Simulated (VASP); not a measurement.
A run of VASP 6.6.1:

INCAR

```
  PREC = Accurate
  ENCUT = 600
  EDIFF = 1E-7
  ISMEAR = -1
  SIGMA = 0.1
  LREAL = False
  LASPH = True
  NELM = 60
  ALGO = Normal
  ISIF = 3
  LWAVE = False
  LCHARG = False
  GGA = PS
  IBRION = 2
  NSW = 80
  EDIFFG = -0.02
```

Contents of KPOINTS:

```
Automatic mesh
0
Gamma
  10 10 6
```

Contents of POSCAR:

```
TiNb
1.0
    2.8401110000      0.0000000000      0.0000000000
   -0.9437798384      2.6787142641      0.0000000000
    0.0000000000      0.0000000000      4.6459460000
Ti Nb
1 1
Direct
    0.5000000000      0.5000000000      0.5000000000
    0.0000000000      0.0000000000      0.0000000000
```

Potentials or basis: VASP PAW PBE potentials, release 64 (Ti_sv, Nb_sv).

Run with:

```bash
$ cat potpaw_PBE.64/Ti_sv/POTCAR potpaw_PBE.64/Nb_sv/POTCAR > POTCAR
$ mpirun -np 1 vasp_std > vasp.out
```

Hardware: 1 thread of Intel Xeon 8259CL (shared host).

Q: Estimate the wall time of this run.

A: It took 6.1 min on 1 thread of Intel Xeon 8259CL (shared host), peak memory 0.24 GiB. Counts: scf iterations 59, k points 124, ion steps 5.
